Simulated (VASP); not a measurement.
ZnS: single point with PBE

ZnS:

```
CELL_PARAMETERS angstrom
0.00000 2.55188 2.55188
2.55188 0.00000 2.55188
2.55188 2.55188 0.00000
ATOMIC_POSITIONS crystal
Zn 0.00000 0.00000 0.00000
S 0.50000 0.50000 0.50000
```

```json
{
  "Program": "VASP 6.6.1",
  "Task": "single point",
  "Functional": "PBE",
  "Potentials or basis": "VASP PAW PBE potentials, release 64 (Zn, S)",
  "Cutoff": "520 eV",
  "k mesh": "8 × 8 × 8",
  "Occupations": "fermi-dirac, width 0.02 eV",
  "Spin": "no spin polarisation",
  "Dipole correction": "no",
  "Further INCAR settings": "ALGO = Normal; EDIFF = 1e-07; NBANDS = 16"
}
```

```yaml
Pressure: 0.1 GPa
Band_gap_on_the_k_mesh: zero (band 9 reaches 3.80 eV, above the bottom of band 10 at 3.51 eV)
```

Levels at points of the mesh, in eV from the Fermi level:
```tsv
k point	band 6	band 7	band 8	band 9	band 10	band 11	band 12	band 13
(0.00, 0.00, 0.00)	-6.28	-0.61	-0.61	-0.61	1.75	9.03	9.03	9.03
(0.50, 0.00, 0.00)	-6.12	-5.36	-0.13	-0.13	3.84	5.56	5.56	7.33
(0.50, 0.50, 0.00)	-5.66	-5.18	-2.51	-2.51	-0.33	5.42	11.71	12.24
```

It took 30 s on 1 thread of Intel(R) Xeon(R) Platinum 8259CL CPU @ 2.50GHz (Skylake/Cascade Lake), on a shared host, peak memory 0.16 GiB.
